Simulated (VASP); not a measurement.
# GaN (P6_3mc) in VASP: notebook

GaN is run at these levels: PBE, HSE06; tasks: single point.

Everything below comes from runs of VASP 6.6.1. Logs are shortened: lines on timing, memory, paths and dates and some standing lists are left out, and cuts for length are marked.

**1. The cell of the first run**

The structure is hexagonal, space group P6_3mc (No. 186). The conventional cell has a = 3.190 Å, b = 3.190 Å, c = 5.190 Å, α = 90.00°, β = 90.00°, γ = 120.00°. Within 2.6 Å of Ga (site symmetry 3m) lie 4 N at 1.95 to 1.96 Å. Within 2.6 Å of N (site symmetry 3m) lie 4 Ga at 1.95 to 1.96 Å.

**2. Single point, PBE**

File INCAR:

```
PREC     = Accurate       # precision mode
ENCUT    = 520            # plane-wave cutoff, eV
EDIFF    = 1E-6           # SCF threshold, eV
ISMEAR   = 0              # smearing method
SIGMA    = 0.01           # smearing width, eV
LREAL    = False          # projectors in reciprocal space
LASPH    = True           # aspherical terms in the spheres
NELM     = 100            # most SCF steps
ALGO     = Normal         # electronic algorithm
ISIF     = 2              # what is computed and relaxed
LWAVE    = False          # write WAVECAR
LCHARG   = False          # write CHGCAR
GGA      = PE             # functional
NBANDS   = 26             # bands
```

File KPOINTS:

```
regular mesh
0
Gamma
  4 4 3
```

File POSCAR:

```
GaN
1.0
    3.1900000000      0.0000000000      0.0000000000
   -1.5950000000      2.7626210381      0.0000000000
    0.0000000000      0.0000000000      5.1900000000
Ga N
2 2
Direct
    0.3333333333      0.6666666667      0.0000000000
    0.6666666667      0.3333333333      0.5000000000
    0.3333333333      0.6666666667      0.3770000000
    0.6666666667      0.3333333333      0.8770000000
```

Potentials or basis: VASP PAW PBE potentials, release 64 (Ga_d, N).

Command:

```
$ cat potpaw_PBE.64/Ga_d/POTCAR potpaw_PBE.64/N/POTCAR > POTCAR
$ mpirun -np 1 vasp_std > vasp.out
```

OUTCAR:

```text
PREC = Accurate
   ENCUT = 520
   EDIFF = 1E-6
   ISMEAR = 0
   LREAL = False
   LASPH = True
   NELM = 100
   ISIF = 2
   GGA = PE

 ion  position               nearest neighbor table
   1  0.333  0.667  0.000-   4 1.95   4 1.95   4 1.95   3 1.96
   2  0.667  0.333  0.500-   3 1.95   3 1.95   3 1.95   4 1.96
   3  0.333  0.667  0.377-   2 1.95   2 1.95   2 1.95   1 1.96
   4  0.667  0.333  0.877-   1 1.95   1 1.95   1 1.95   2 1.96

  LATTYP: Found a hexagonal cell.
 ALAT       =     3.1900000000
 C/A-ratio  =     1.6269592476

  Lattice vectors:

 A1 = (   3.1900000000,   0.0000000000,   0.0000000000)
 A2 = (  -1.5950000000,   2.7626210381,   0.0000000000)
 A3 = (   0.0000000000,   0.0000000000,   5.1900000000)

Analysis of symmetry for initial positions (statically):
=====================================================================
 Subroutine PRICEL returns:
 Original cell was already a primitive cell.

 Routine SETGRP: Setting up the symmetry group for a
 hexagonal supercell.

 Subroutine GETGRP returns: Found 12 space group operations
 (whereof  6 operations were pure point group operations)
 out of a pool of 24 trial point group operations.

The static configuration has the point symmetry C_3v.
 The point group associated with its full space group is C_6v.

Analysis of symmetry for dynamics (positions and initial velocities):
=====================================================================
 Subroutine PRICEL returns:
 Original cell was already a primitive cell.

 Routine SETGRP: Setting up the symmetry group for a
 hexagonal supercell.

 Subroutine GETGRP returns: Found 12 space group operations
 (whereof  6 operations were pure point group operations)
 out of a pool of 24 trial point group operations.

The dynamic configuration has the point symmetry C_3v.
 The point group associated with its full space group is C_6v.

 Subroutine INISYM returns: Found 12 space group operations
 (whereof  6 operations are pure point group operations),
 and found     1 'primitive' translations

----------------------------------------------------------------------------------------

                                     Primitive cell

  volume of cell :      45.7382

  direct lattice vectors                    reciprocal lattice vectors
     3.190000000  0.000000000  0.000000000     0.313479624  0.180987545  0.000000000
    -1.595000000  2.762621038  0.000000000     0.000000000  0.361975090  0.000000000
     0.000000000  0.000000000  5.190000000     0.000000000  0.000000000  0.192678227

  length of vectors
     3.190000000  3.190000000  5.190000000     0.361975090  0.361975090  0.192678227

  position of ions in fractional coordinates (direct lattice)
     0.333333333  0.666666667  0.000000000
     0.666666667  0.333333333  0.500000000
     0.333333333  0.666666667  0.377000000
     0.666666667  0.333333333  0.877000000

  ion indices of the primitive-cell ions
   primitive index   ion index
                 1           1
                 2           2
                 3           3
                 4           4

----------------------------------------------------------------------------------------

 KPOINTS: regular mesh

Automatic generation of k-mesh.
 Grid dimensions read from file:
 generate k-points for:    4    4    3

 Generating k-lattice:

  Cartesian coordinates                     Fractional coordinates (reciprocal lattice)
     0.078369906  0.045246886  0.000000000     0.250000000  0.000000000  0.000000000
     0.000000000  0.090493773  0.000000000     0.000000000  0.250000000  0.000000000
     0.000000000  0.000000000  0.064226076     0.000000000  0.000000000  0.333333333

  Length of vectors
     0.090493773  0.090493773  0.064226076

  Shift w.r.t. Gamma in fractional coordinates (k-lattice)
     0.000000000  0.000000000  0.000000000

 Subroutine IBZKPT returns following result:
 ===========================================

 Found      8 irreducible k-points:

 Following reciprocal coordinates:
            Coordinates               Weight
  0.000000  0.000000  0.000000      1.000000
  0.250000 -0.000000  0.000000      6.000000
  0.500000 -0.000000  0.000000      3.000000
  0.250000  0.250000  0.000000      6.000000
  0.000000  0.000000  0.333333      2.000000
  0.250000 -0.000000  0.333333     12.000000
  0.500000 -0.000000  0.333333      6.000000
  0.250000  0.250000  0.333333     12.000000
   k-points           NKPTS =      8   k-points in BZ     NKDIM =      8   number of bands    NBANDS=     26
   number of dos      NEDOS =    301   number of ions     NIONS =      4
   total plane-waves  NPLWV =  23040
   dimension x,y,z NGX =    24 NGY =   24 NGZ =   40
   dimension x,y,z NGXF=    48 NGYF=   48 NGZF=   80
   ions per type =               2   2
   NGX,Y,Z   is equivalent  to a cutoff of  12.51, 12.51, 12.81 a.u.
   NGXF,Y,Z  is equivalent  to a cutoff of  25.02, 25.02, 25.63 a.u.
 SYSTEM =  unknown system
   PREC   = accura    normal or accurate (medium, high low for compatibility)
   ISTART =      0    job   : 0-new  1-cont  2-samecut
   ICHARG =      2    charge: 1-file 2-atom 10-const
   ISPIN  =      1    spin polarized calculation?
   LNONCOLLINEAR =      F non collinear calculations
   LSORBIT =      F    spin-orbit coupling
   LASPH  =      T    aspherical Exc in radial PAW
   ENCUT  =  520.0 eV  38.22 Ry    6.18 a.u.   5.93  5.93  9.65*2*pi/ulx,y,z
   NELM   =    100;   NELMIN=  2; NELMDL= -5     # of ELM steps
   EDIFF  = 0.1E-05   stopping-criterion for ELM
   LREAL  =      F    real-space projection
   EDIFFG = 0.1E-04   stopping-criterion for IOM
   NSW    =      0    number of steps for IOM
   IBRION =     -1    ionic relax: 0-MD 1-quasi-New 2-CG
   NFREE  =      0    steps in history (QN), initial steepest desc. (CG)
   ISIF   =      2    stress and relaxation
   ISYM   =      2    0-nonsym 1-usesym 2-fastsym
   POTIM  = 0.5000    time-step for ionic-motion
   TEBEG  =    0.0;   TEEND  =   0.0 temperature during run
   PSTRESS=    0.0 pullay stress
   NELECT =      36.0000    total number of electrons
   NUPDOWN=      -1.0000    fix difference up-down
   EMIN   =  10.00;   EMAX   =-10.00  energy-range for DOS
   EFERMI =   0.00;   METHOD = LEGACY
   ISMEAR =     0;   SIGMA  =   0.01  broadening in eV -4-tet -1-fermi 0-gaus
   EFERMI_NEDOS =   21; number of points for ismear=-14 and -15
   IALGO  =     38    algorithm
   IMIX   =      4    mixing-type and parameters
     AMIX     =   0.40;   BMIX     =  1.00
     AMIX_MAG =   1.60;   BMIX_MAG =  1.00
  volume/ion in A,a.u.               =      11.43        77.16
  Fermi-wavevector in a.u.,A,eV,Ry     =   1.511527  2.856372 31.085415  2.284714
  Thomas-Fermi vector in A             =   2.621572
   LORBIT       =      0    0 simple, 1 ext, 2 COOP (PROOUT), +10 PAW based schemes
   GGA     = PE    functional components
   LHFCALC =     F    Hartree Fock is set to
   AEXX    =    0.0000 exact exchange contribution
   IVDW    =     0    specifies the selected vdW correction
   LEPSILON=     F    determine dielectric tensor
   LRPA    =     F    only Hartree local field effects (RPA)
 non-spin polarized calculation
 Gauss-broadening in eV      SIGMA  =   0.01
  energy-cutoff  :      520.00
  volume of cell :       45.74
 maximum number of plane-waves:      1244
 NGX is ok and might be reduce to    24
   NGX = 11   NGY = 11   NGZ = 19

 number of electron      35.9999982 magnetization

 Free energy of the ion-electron system (eV)
  ---------------------------------------------------
  ext. energy  EPLUGINS =         0.00000000
  ---------------------------------------------------
  free energy    TOTEN  =       -24.23984218 eV

  energy without entropy =      -24.23984218  energy(sigma->0) =      -24.23984218

 E-fermi :   5.4082     XC(G=0): -11.6571

 val. band max:        5.3307256434   @ k =   0.0000   0.0000   0.0000
 cond. band min:       7.2286300199   @ k =   0.0000   0.0000   0.0000
 fundamental gap:      1.8979043764
 Fermi energy:         5.4081776027

 k-point     1 :       0.0000    0.0000    0.0000
  band No.  band energies     occupation
      1     -10.6443      2.00000
      2      -9.7319      2.00000
      3      -8.1301      2.00000
      4      -8.1143      2.00000
      5      -8.1143      2.00000
      6      -8.0532      2.00000
[... 18 lines left out ...]
     25      17.0014      0.00000
     26      17.0014      0.00000

 k-point     2 :       0.2500   -0.0000    0.0000
  band No.  band energies     occupation
      1     -10.1445      2.00000
      2      -9.6231      2.00000
      3      -8.0752      2.00000
      4      -8.0559      2.00000
      5      -7.9912      2.00000
      6      -7.9517      2.00000
[... 18 lines left out ...]
     25      16.7369      0.00000
     26      18.0109      0.00000

 k-point     3 :       0.5000   -0.0000    0.0000
  band No.  band energies     occupation
      1      -9.7415      2.00000
      2      -9.5664      2.00000
      3      -8.0657      2.00000
      4      -8.0415      2.00000
      5      -7.9456      2.00000
      6      -7.9036      2.00000
[... 18 lines left out ...]
     25      17.7565      0.00000
     26      18.6171      0.00000

 k-point     4 :       0.2500    0.2500    0.0000
  band No.  band energies     occupation
      1      -9.7268      2.00000
      2      -9.5730      2.00000
      3      -8.0971      2.00000
      4      -7.9750      2.00000
      5      -7.9211      2.00000
      6      -7.9085      2.00000
[... 18 lines left out ...]
     25      16.3223      0.00000
     26      19.0139      0.00000

 k-point     5 :       0.0000    0.0000    0.3333
  band No.  band energies     occupation
      1     -10.3486      2.00000
      2      -9.8724      2.00000
      3      -8.1067      2.00000
      4      -8.1067      2.00000
      5      -8.0758      2.00000
      6      -8.0758      2.00000
[... 18 lines left out ...]
     25      16.2148      0.00000
     26      16.2148      0.00000

 k-point     6 :       0.2500   -0.0000    0.3333
  band No.  band energies     occupation
      1      -9.9471      2.00000
      2      -9.6836      2.00000
      3      -8.0696      2.00000
      4      -8.0316      2.00000
      5      -8.0272      2.00000
      6      -7.9792      2.00000
[... 18 lines left out ...]
     25      16.4485      0.00000
     26      17.4193      0.00000

 k-point     7 :       0.5000   -0.0000    0.3333
  band No.  band energies     occupation
      1      -9.6592      2.00000
      2      -9.5716      2.00000
      3      -8.0806      2.00000
      4      -8.0219      2.00000
      5      -7.9927      2.00000
      6      -7.8980      2.00000
[... 18 lines left out ...]
     25      16.6377      0.00000
     26      18.4330      0.00000

 k-point     8 :       0.2500    0.2500    0.3333
  band No.  band energies     occupation
      1      -9.6475      2.00000
      2      -9.5717      2.00000
      3      -8.0401      2.00000
      4      -8.0149      2.00000
      5      -7.9735      2.00000
      6      -7.9338      2.00000
[... 18 lines left out ...]
     25      17.2177      0.00000
     26      18.5694      0.00000

------------------------ aborting loop because EDIFF is reached ----------------------------------------

  FORCE on cell =-STRESS in cart. coord.  units (eV):
  Direction    XX          YY          ZZ          XY          YZ          ZX
  --------------------------------------------------------------------------------------
  -------------------------------------------------------------------------------------
  Total        1.4888053      1.4888053      1.4404313      0.0000000      0.0000000      0.0000000
  in kB       52.1517791     52.1517791     50.4572741      0.0000000      0.0000000      0.0000000
  external PRESSURE =      51.5869441 kB  Pullay stress =       0.0000000 kB

 VOLUME and BASIS-vectors are now :
 -----------------------------------------------------------------------------
  energy-cutoff  :      520.00
  volume of cell :       45.74
      direct lattice vectors                 reciprocal lattice vectors
     3.190000000  0.000000000  0.000000000     0.313479624  0.180987545  0.000000000
    -1.595000000  2.762621038  0.000000000     0.000000000  0.361975090  0.000000000
     0.000000000  0.000000000  5.190000000     0.000000000  0.000000000  0.192678227

 POSITION                                       TOTAL-FORCE (eV/Angst)
 -----------------------------------------------------------------------------------
     -0.00000      1.84175      0.00000        -0.000000     -0.000000      0.010446
      1.59500      0.92087      2.59500        -0.000000      0.000000      0.010446
     -0.00000      1.84175      1.95663         0.000000      0.000000     -0.010446
      1.59500      0.92087      4.55163         0.000000     -0.000000     -0.010446
 -----------------------------------------------------------------------------------
    total drift:                               -0.000001     -0.000001     -0.000383

  FREE ENERGIE OF THE ION-ELECTRON SYSTEM (eV)
  ---------------------------------------------------
  free  energy   TOTEN  =       -24.2398421797 eV

  energy  without entropy=      -24.2398421797  energy(sigma->0) =      -24.23984218
```

It took 7.8 s on 1 thread of Intel Xeon Platinum 8559C (Emerald Rapids), shared host; peak memory 0.15 GiB.

What came out:

```
Free energy            : -24.2398 eV
Pressure               : 5.2 GPa
Largest force          : 0.010 eV/Å
Band gap on the k mesh : 1.90 eV, direct
```

Forces in eV/Å, atoms in the order of the input:
```
Ga   0.000  0.000  0.010
Ga   0.000  0.000  0.010
N    0.000  0.000 -0.010
N    0.000  0.000 -0.010
```

Caveat: the k points lie up to 0.57 Å⁻¹ apart.

**3. Single point, HSE06**

POSCAR is that of step 2.

File INCAR.step1:

```
SYSTEM = GaN
PREC     = Accurate       ! precision mode
ENCUT    = 520            ! plane-wave cutoff, eV
EDIFF    = 1E-5           ! SCF threshold, eV
ISMEAR   = 0              ! smearing method
SIGMA    = 0.01           ! smearing width, eV
LREAL    = .FALSE.        ! projectors in reciprocal space
LASPH    = .TRUE.         ! aspherical terms in the spheres
NELM     = 60             ! most SCF steps
ALGO     = Normal         ! electronic algorithm
ISIF     = 2              ! what is computed and relaxed
LWAVE    = .TRUE.         ! write WAVECAR
LCHARG   = .FALSE.        ! write CHGCAR
NBANDS   = 26             ! bands
GGA      = PE             ! functional
```

File INCAR.step2:

```
SYSTEM = GaN
PREC     = Accurate       ! precision mode
ENCUT    = 520            ! plane-wave cutoff, eV
EDIFF    = 1E-6           ! SCF threshold, eV
ISMEAR   = 0              ! smearing method
SIGMA    = 0.01           ! smearing width, eV
LREAL    = .FALSE.        ! projectors in reciprocal space
LASPH    = .TRUE.         ! aspherical terms in the spheres
NELM     = 60             ! most SCF steps
ALGO     = Normal         ! electronic algorithm
ISIF     = 2              ! what is computed and relaxed
LWAVE    = .FALSE.        ! write WAVECAR
LCHARG   = .FALSE.        ! write CHGCAR
GGA      = PE             ! functional
LHFCALC  = .TRUE.         ! exact exchange
HFSCREEN = 0.2079         ! screening, 1/A
PRECFOCK = Normal       
NBANDS   = 26             ! bands
ISTART   = 1
```

File KPOINTS:

```
regular mesh
0
G
  4 4 3
  0 0 0
```

Potentials or basis: VASP PAW PBE potentials, release 64 (Ga_d, N).

Command:

```
$ cat potpaw_PBE.64/Ga_d/POTCAR potpaw_PBE.64/N/POTCAR > POTCAR
$ cp INCAR.step1 INCAR
$ mpirun -np 1 vasp_std > vasp.out
$ cp INCAR.step2 INCAR
$ mpirun -np 1 vasp_std > vasp.out
```

It took 17 min on 1 thread of AMD EPYC 7R13 (Zen 3), shared host; peak memory 0.23 GiB.

It converged, with:

| Property | Result |
| --- | --- |
| Free energy | -29.4649 eV |
| Pressure | -1.2 GPa |
| Largest force | 0.008 eV/Å |
| Band gap on the k mesh | 3.20 eV, direct |

Forces in eV/Å, atoms in the order of the input:
```
Ga   0.000  0.000 -0.008
Ga   0.000  0.000 -0.008
N    0.000  0.000  0.008
N    0.000  0.000  0.008
```

Stress tensor (GPa, compression positive):
```
-1.03  0.00  0.00
 0.00 -1.03  0.00
 0.00  0.00 -1.49
```

Levels at points of the mesh, in eV from the valence-band top:
```
           k point  band 16  band 17  band 18  band 19  band 20  band 21
(0.00, 0.00, 0.00)    -0.01     0.00     0.00     3.20     5.68    10.98
(0.50, 0.00, 0.00)    -2.95    -2.32    -1.07     6.35     6.98     7.43
```

Caveat: the k points lie up to 0.57 Å⁻¹ apart; the PAW data sets were made with another functional, which shifts forces and pressure a little.
